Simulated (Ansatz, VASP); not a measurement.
**LiW3N3 in VASP and in Ansatz**

INCAR

```
SYSTEM = LiW3N3
PREC     = Accurate       ! precision mode
ENCUT    = 600            ! plane-wave cutoff, eV
EDIFF    = 1E-6           ! SCF threshold, eV
ISMEAR   = -1             ! smearing method
SIGMA    = 0.15           ! smearing width, eV
LREAL    = .False.        ! projectors in reciprocal space
LASPH    = .True.         ! aspherical terms in the spheres
NELM     = 60             ! most SCF steps
ALGO     = Normal         ! electronic algorithm
ISIF     = 3              ! what is computed and relaxed
LWAVE    = .False.        ! write WAVECAR
LCHARG   = .False.        ! write CHGCAR
GGA      = PE             ! functional
IBRION   = 2              ! ionic algorithm
NSW      = 80             ! ionic steps
EDIFFG   = -0.001         ! ionic threshold
```

File KPOINTS:

```
regular mesh
0
Gamma
  10 10 10
  0 0 0
```

The input POSCAR:

```
LiW3N3
1.0
    4.1728127000      0.0000000000      0.0000000000
    0.0000000000      4.1728127000      0.0000000000
    0.0000000000      0.0000000000      4.1728127000
Li W N
1 3 3
Direct
    0.0000000000      0.0000000000      0.0000000000
    0.0000000000      0.5000000000      0.5000000000
    0.5000000000      0.0000000000      0.5000000000
    0.5000000000      0.5000000000      0.0000000000
    0.5000000000      0.0000000000      0.0000000000
    0.0000000000      0.5000000000      0.0000000000
    0.0000000000      0.0000000000      0.5000000000
```

Input for Ansatz:

```yaml
crystal:
  lattice:
    - [4.1728127, 0.0, 0.0]
    - [0.0, 4.1728127, 0.0]
    - [0.0, 0.0, 4.1728127]
  atoms:
    - { symbol: Li, position: [0.0, 0.0, 0.0] }
    - { symbol: W, position: [0.0, 0.5, 0.5] }
    - { symbol: W, position: [0.5, 0.0, 0.5] }
    - { symbol: W, position: [0.5, 0.5, 0.0] }
    - { symbol: "N", position: [0.5, 0.0, 0.0] }
    - { symbol: "N", position: [0.0, 0.5, 0.0] }
    - { symbol: "N", position: [0.0, 0.0, 0.5] }
basis:
  ecutwfc: 420
kpoints:
  mp_grid: { grid: [10, 10, 10] }
hamiltonian:
  xc: pbe
scf:
  occupations: { method: fermi_dirac, width: 0.15 }
output:
  forces: true
  stress: true
  eigenvalues: true
  write_density: true
  write_potential: true
  elf: true
  volumetric_format: npy
relax:
  adjacent_minimum: "off"
  f_tol: 0.001
  max_steps: 60
  cell: { stress_tol: 0.01 }
```

Alike in both runs: task relaxation of cell and atoms; functional PBE; k mesh 10 × 10 × 10; occupations fermi-dirac, width 0.15 eV; no spin polarisation.

|  | VASP | Ansatz |
| --- | --- | --- |
| version | VASP 6.6.1 | Ansatz 0.2.0 |
| potentials or method | VASP PAW PBE potentials, release 64 (Li_sv, W_sv, N), cutoff 600 eV | scalar-relativistic, plane waves, PAW |
| valence electrons in the cell | 60 | 60 |

```tsv
	VASP	Ansatz	Ansatz less VASP
gap on the k mesh at the Fermi level, each at its own relaxed structure (eV)	none	none	-
relaxed volume (Å³/atom)	10.42	10.39	-0.028
relaxed cell length with the largest relative difference (Å)	4.178	4.174	-0.0037
```

A gap of «none» marks a metal or a gap that the smearing closes.

Neither program's run includes spin-orbit coupling. Noted on VASP's run: the cutoff is short for stress, so the pressure is rough.
